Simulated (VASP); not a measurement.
# P: relaxation of shape and atoms at fixed volume with PBE

P:

```
P
1.0
     4.41556    0.00000    0.01547
     0.00000    3.26567    0.00000
    -1.24062    0.00000    5.35949
P
4
Direct
  0.53026 0.00000 0.80306
  0.13520 0.50000 0.19709
  0.46974 0.00000 0.19694
  0.86480 0.50000 0.80291
```

```
Program                : VASP 6.6.1
Task                   : relaxation of shape and atoms at fixed volume
Functional             : PBE
Potentials or basis    : VASP PAW PBE potentials, release 64 (P)
Cutoff                 : 600 eV
k mesh                 : 8 × 10 × 6
Occupations            : gaussian, width 0.01 eV
Spin                   : no spin polarisation
Dipole correction      : no
Further INCAR settings : ALGO = Normal; EDIFF = 1e-06; IBRION = 2; EDIFFG = -0.01; NSW = 50; ISIF = 4
```

```json
{
 "Energy gained by relaxing": "3.1 meV/atom",
 "Ionic steps": "7",
 "Pressure after relaxing": "1.7 GPa",
 "Largest force after relaxing": "0.006 eV/Å",
 "Band gap on the k mesh": "zero (bands 10 and 11 overlap by 0.08 eV)"
}
```

Forces on the atoms (eV/Å):
```
P   -0.006  0.000 -0.003
P   -0.002  0.000  0.001
P    0.006  0.000  0.003
P    0.002  0.000 -0.001
```

Step by step:
```tsv
step	energy change (eV)	largest force (eV/Å)	pressure (GPa)	volume (Å³)
1	0.0000	0.2360	3.60	77.35
2	-0.0086	0.1085	2.68	77.35
3	-0.0103	0.1125	2.05	77.35
4	-0.0122	0.0416	1.76	77.35
5	-0.0122	0.0286	1.79	77.35
6	-0.0123	0.0068	1.74	77.35
7	-0.0123	0.0064	1.75	77.35
```

Final structure:
```
P
1.0
     4.38577    0.00000    0.01065
     0.00000    3.30093    0.00000
    -1.23803    0.00000    5.33957
P
4
Direct
  0.52679 0.00000 0.79918
  0.13374 0.50000 0.20059
  0.47321 0.00000 0.20082
  0.86626 0.50000 0.79941
```

Levels at points of the mesh, in eV from the Fermi level:
```tsv
k point	band 6	band 7	band 8	band 9	band 10	band 11	band 12	band 13	band 14
(0.00, 0.00, 0.00)	-4.38	-3.62	-2.52	-1.69	-0.12	1.25	2.00	2.90	3.51
(0.50, 0.00, 0.00)	-3.85	-2.69	-2.56	-0.94	-0.71	1.86	2.36	3.39	3.52
(0.00, 0.50, 0.00)	-4.96	-2.94	-2.74	-2.56	-2.51	1.27	1.40	1.59	1.66
(0.50, 0.50, 0.00)	-4.96	-4.75	-4.70	-2.16	-2.04	1.23	2.63	4.44	4.49
(0.00, 0.00, 0.50)	-4.66	-3.44	-2.01	-1.18	-0.15	-0.08	1.76	2.40	3.49
(0.50, 0.00, 0.50)	-2.65	-2.53	-2.49	-1.19	-0.65	1.55	2.20	3.04	3.17
(0.00, 0.50, 0.50)	-4.54	-3.06	-2.87	-1.72	-1.17	0.92	1.05	1.96	2.17
(0.50, 0.50, 0.50)	-5.34	-5.13	-5.06	-0.77	-0.75	1.62	3.73	4.32	4.43
```

It took 4.7 min on 1 thread of Intel(R) Xeon(R) Platinum 8488C (Sapphire Rapids), with other jobs on the host, peak memory 0.31 GiB.

Caveat: this functional lacks dispersion, which binds layers or chains, so the pressure and a relaxed spacing across them are unreliable.
